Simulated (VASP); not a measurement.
Set up this calculation in VASP 6.6.1, as the native input.

```
Task                   : single point
Functional             : PBE
Potentials or basis    : VASP PAW PBE potentials, release 64 (Ti_sv, C)
Cutoff                 : 520 eV
k mesh                 : 6 × 6 × 2
Occupations            : gaussian, width 0.1 eV
Spin                   : no spin polarisation
Dipole correction      : no
Further INCAR settings : ALGO = Normal; EDIFF = 1e-06; NBANDS = 20
```

The structure of TiC3 lies in POSCAR:

```
TiC3
1.0
    2.5589195400      0.0000000000      0.0000000000
   -1.2794597700      2.2160893300      0.0000000000
    0.0000000000      0.0000000000      7.9402714800
Ti C
1 3
Direct
    0.6666666700      0.3333333300      0.0000000000
    0.6666666700      0.3333333300      0.5000000000
    0.3333333300      0.6666666700      0.2419234500
    0.3333333300      0.6666666700      0.7580765500
```

One way to write it, as run:

INCAR

```
ALGO     = Normal         # electronic algorithm
EDIFF    = 1E-6           # SCF threshold, eV
ENCUT    = 520            # plane-wave cutoff, eV
GGA      = PE             # functional
ISIF     = 2              # what is computed and relaxed
ISMEAR   = 0              # smearing method
LASPH    = T              # aspherical terms in the spheres
LCHARG   = T              # write CHGCAR
LELF     = T              # ELF
LREAL    = F              # projectors in reciprocal space
LVHAR    = T            
LWAVE    = F              # write WAVECAR
NBANDS   = 20             # bands
NELM     = 60             # most SCF steps
PREC     = Accurate       # precision mode
SIGMA    = 0.1            # smearing width, eV
```

KPOINTS

```
k-points
0
Gamma
  6 6 2
```

Potentials or basis: VASP PAW PBE potentials, release 64 (Ti_sv, C).

Command:

```sh
$ cat potpaw_PBE.64/Ti_sv/POTCAR potpaw_PBE.64/C/POTCAR > POTCAR
$ mpirun -np 1 vasp_std > vasp.out
```

It gave:

The pressure is -16.5 GPa, the largest force is 0.486 eV/Å and the band gap on the k mesh is zero (band 12 reaches 7.22 eV, above the bottom of band 13 at 4.25 eV).

Caveat: the k points lie up to 0.47 Å⁻¹ apart.

Wall time 30 s on 1 thread of AMD EPYC 7R43 64-Core Processor (Zen 3), on a shared host, peak memory 0.12 GiB.
